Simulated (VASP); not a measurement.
Here is a VASP 6.6.1 calculation.

File INCAR:

```
ALGO = Fast ; EDIFF = 1E-6
ENCUT = 520 ; GGA = PE
ISIF = 2 ; ISMEAR = 0
LASPH = True ; LCHARG = False
LREAL = False ; LWAVE = False
NBANDS = 18 ; NELM = 100
PREC = Accurate ; SIGMA = 0.1
```

The input KPOINTS:

```
k-points
0
Gamma
  14 14 10
```

The input POSCAR:

```
Sc
1.0
    3.2349263507      0.0000000000      0.0000000000
    0.0000000000      3.2349263507      0.0000000000
    0.0000000000      0.0000000000      4.6742596705
Sc
2
Direct
    0.0000000000      0.0000000000      0.0000000000
    0.5000000000      0.5000000000      0.5000000000
```

Potentials or basis: VASP PAW PBE potentials, release 64 (Sc_sv).

Command:

```sh
$ cat potpaw_PBE.64/Sc_sv/POTCAR > POTCAR
$ mpirun -np 1 vasp_std > vasp.out
```

Estimate the band gap on the k mesh.

zero (bands 11 and 12 overlap by 1.03 eV).

Estimate the pressure.

0.4 GPa.

Stress tensor (GPa, compression positive):
```
0.64 0.00 0.00
0.00 0.64 0.00
0.00 0.00 0.04
```

Caveat: the cell differs from its parent crystal (biaxial strain in the a-b plane: -1.0 %, then relaxed in part).
